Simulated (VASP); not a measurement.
Crystal: GaN.

```
Ga N
1.0
     0.00000    2.24895    2.34948
     2.24895    0.00000    2.34948
     2.24895    2.24895    0.00000
Ga N
1 1
Cartesian
  0.0000 0.0000 0.0000
  1.1245 1.1245 1.1747
```

This cell differs from its parent crystal: uniaxial z strain +4.5%.

Base run:

- Program: VASP 6.6.1
- Functional: r2SCAN
- Potentials or basis: VASP PAW PBE potentials, release 64 (Ga_d, N)
- Cutoff: 520 eV
- k mesh: 10 × 10 × 10
- Occupations: gaussian, width 0.01 eV
- Spin: no spin polarisation

Its results: band gap on the k mesh 1.79 eV; pressure -7.0 GPa.

Question: The run is repeated on the same cell with these changes: functional from r2SCAN to PBE; occupations from gaussian, width 0.01 eV to fermi-dirac, width 0.02 eV. What comes out?

Answer: Band gap on the k mesh 1.40 eV; pressure -1.7 GPa.

Caveats: the cell stands under tension (at least some runs); the PAW data sets were made with another functional, which shifts forces and pressure a little (at least some runs).

